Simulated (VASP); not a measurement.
Input of a VASP 6.6.1 run:

Contents of INCAR:

```
ALGO = Normal ; EDIFF = 1E-7
ENCUT = 520 ; GGA = PE
ISIF = 2 ; ISMEAR = 0
LASPH = T ; LCHARG = F
LREAL = F ; LWAVE = F
NBANDS = 16 ; NELM = 60
PREC = Accurate ; SIGMA = 0.02
```

File KPOINTS:

```
k-points
0
Gamma
  9 9 9
```

The input POSCAR:

```
Mg2AsCl
1.0
    1.7039436757      0.9837723398      6.1594148973
   -1.7039436757      0.9837723398      6.1594148973
    0.0000000000     -1.9675446797      6.1594148973
Mg As Cl
2 1 1
Direct
    0.2228150000      0.2228150000      0.2228150000
    0.7771850000      0.7771850000      0.7771850000
    0.5000000000      0.5000000000      0.5000000000
    0.0000000000      0.0000000000      0.0000000000
```

Potentials or basis: VASP PAW PBE potentials, release 64 (Mg, As, Cl).

Run with:

```sh
$ cat potpaw_PBE.64/Mg/POTCAR potpaw_PBE.64/As/POTCAR potpaw_PBE.64/Cl/POTCAR > POTCAR
$ mpirun -np 1 vasp_std > vasp.out
```

(1) Predict the band gap on the k mesh.

(2) Estimate the largest force.

(3) Predict the pressure.

## Answers

(1) 1.14 eV (least direct gap 1.88 eV).

(2) 5.238 eV/Å.

(3) 48.0 GPa.

Caveat: the cell differs from its parent crystal (N replaced by As, lengths x 1.063, strained); the stress differs along the axes, from 29 to 58 GPa; forces of over 1 eV/Å act on the atoms, so gaps and moduli don't describe the material at rest.
